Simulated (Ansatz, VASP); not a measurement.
Re: VASP beside Ansatz

The input INCAR:

```
SYSTEM = Re
PREC = Accurate ; ENCUT = 520
EDIFF = 1E-7 ; ISMEAR = -1
SIGMA = 0.03 ; LREAL = .FALSE.
LASPH = .TRUE. ; NELM = 80
ALGO = Normal ; ISIF = 2
LWAVE = .FALSE. ; LCHARG = .FALSE.
GGA = PE ; NBANDS = 10
```

KPOINTS

```
regular mesh
0
G
  14 14 14
  0 0 0
```

File POSCAR:

```
Re
1.0
    0.0000000000      1.9750000000      1.9750000000
    1.9750000000      0.0000000000      1.9750000000
    1.9750000000      1.9750000000      0.0000000000
Re
1
Direct
    0.0000000000      0.0000000000      0.0000000000
```

Input for Ansatz:

```yaml
crystal:
  lattice:
    - [0.0, 1.975, 1.975]
    - [1.975, 0.0, 1.975]
    - [1.975, 1.975, 0.0]
  atoms:
    - { symbol: Re, position: [0.0, 0.0, 0.0] }
kpoints:
  mp_grid: { grid: [14, 14, 14] }
  band_path:
    path:
      - [0.0, 0.0, 0.0]
      - [0.5, 0.0, 0.5]
      - [0.625, 0.25, 0.625]
      - [0.375, 0.375, 0.75]
      - [0.0, 0.0, 0.0]
      - [0.5, 0.5, 0.5]
      - [0.5, 0.25, 0.75]
      - [0.5, 0.0, 0.5]
    npoints: 14
scf:
  occupations: { method: fermi_dirac, width: 0.03 }
hamiltonian:
  xc: pbe
  pseudopotentials: { kind: all_electron, lapw: { basis_error: 0.001 } }
output:
  forces: true
  stress: true
  eigenvalues: true
  populations: true
  dos: { projected: true, de: 0.2, e_range: [-14, 8] }
```

Alike in both runs: task single point; functional PBE; k mesh 14 × 14 × 14; occupations fermi-dirac, width 0.03 eV; no spin polarisation.

|  | VASP | Ansatz |
| --- | --- | --- |
| version | VASP 6.6.1 | Ansatz 0.2.0 |
| potentials or method | VASP PAW PBE potentials, release 64 (Re), cutoff 520 eV | all-electron LAPW, scalar-relativistic |

|  | VASP | Ansatz | Ansatz less VASP |
| --- | --- | --- | --- |
| pressure (GPa) | -9.8 | -9.0 | +0.81 |

Ansatz ran all-electron here, and VASP with PAW potentials.

Neither program's run includes spin-orbit coupling.
